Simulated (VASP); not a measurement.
**CsRu: single point with PBEsol**

The system is CsRu.

```
CELL_PARAMETERS angstrom
1.79715 1.03758 5.73663
-1.79715 1.03758 5.73663
0.00000 -2.07517 5.73663
ATOMIC_POSITIONS crystal
Cs 0.50000 0.50000 0.50000
Ru 0.00000 0.00000 0.00000
```

```json
{
  "Program": "VASP 6.6.1",
  "Task": "single point",
  "Functional": "PBEsol",
  "Potentials or basis": "VASP PAW PBE potentials, release 64 (Cs_sv, Ru_pv)",
  "Cutoff": "520 eV",
  "k mesh": "7 × 7 × 7",
  "Occupations": "methfessel-paxton, width 0.05 eV",
  "Spin": "non-collinear spin, zero start, spin-orbit coupling",
  "Starting moments": "[[0.0, 0.0, 0.0], [0.0, 0.0, 0.0]] μB",
  "Dipole correction": "no",
  "Further INCAR settings": "ALGO = Normal; EDIFF = 1e-06; NBANDS = 35"
}
```

* Pressure: -6.8 GPa
* Net moment: 0.00 μB per cell
* Valence electrons inside the program's atomic spheres: Cs 6.59; Ru 12.26

Stress tensor (GPa, compression positive):
```
-8.31  0.00  0.00
 0.00 -8.31  0.00
 0.00  0.00 -3.84
```

Moments on the atoms (μB; x, y, z):
```
Cs  0.00 0.00 0.00
Ru  0.00 0.00 0.00
```

Wall time 12 min on 1 thread of Intel Xeon 6975P-C, with other jobs on the host, peak memory 0.79 GiB.

Caveat: the PAW data sets were made with another functional, which shifts forces and pressure a little.
